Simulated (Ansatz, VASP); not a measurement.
## TiAl in VASP and in Ansatz

```
Ti Al
1.0
     3.15608    0.00000    0.00000
     0.00000    3.27190    0.00000
     0.00000    0.00000    3.15608
Ti Al
1 1
Direct
  0.00000 0.00000 0.00000
  0.50000 0.50000 0.50000
```

Change from the starting cell: normal strain along x +0.0000, normal strain along y +0.0367.

Alike in both runs: task single point; functional PBEsol; k mesh 14 × 14 × 14; occupations gaussian, width 0.15 eV; no spin polarisation.

|  | VASP | Ansatz |
| --- | --- | --- |
| version | VASP 6.6.1 | Ansatz 0.2.0 |
| potentials or method | VASP PAW PBE potentials, release 64 (Ti_sv, Al), cutoff 520 eV | scalar-relativistic, plane waves, PAW |
| valence electrons in the cell | 15 | 15 |

```csv
,VASP,Ansatz,Ansatz less VASP
gap on the k mesh at the Fermi level (eV),none,none,-
pressure (GPa),-3.9,-4.0,-0.10
"traceless stress, the component that is largest in VASP (GPa)",1.77,1.78,+0.004
```

VASP's potentials were made for PBE, not for PBEsol, and Ansatz warns of the same on its side. A gap of «none» marks a metal or a gap that the smearing closes.
